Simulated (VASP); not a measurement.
The system is Ni.

```xyz
2
Lattice="0.0000 2.3241 2.3241 2.3241 0.0000 2.3241 2.3241 2.3241 0.0000" Properties=species:S:1:pos:R:3 pbc="T T T"
Ni    0.0000    0.0000    0.0000
Ni    2.3241    2.3241    2.3241
```

This isn't the form of Ni at room conditions, which is fcc.

Base run:

* Program: VASP 6.6.1
* Functional: PBE
* Potentials or basis: VASP PAW PBE potentials, release 64 (Ni)
* Cutoff: 520 eV
* k mesh: 19 × 19 × 19
* Occupations: fermi-dirac, width 0.05 eV
* Spin: collinear spin, antiferromagnetic start
* Starting moments: [0.8, -0.8] μB

Its results: pressure -0.1 GPa; net moment 0.00 μB per cell.

The run is repeated on the same cell with these changes: spin from collinear spin, antiferromagnetic start to collinear spin, ferromagnetic start; moments at the start from [0.8, -0.8] to [-0.57, -0.57]. What comes out?

Pressure 0.8 GPa; net moment -1.06 μB per cell; site moments Ni -0.53 μB.

Caveats: the moments typed at the start vanished in this run (at least some runs).
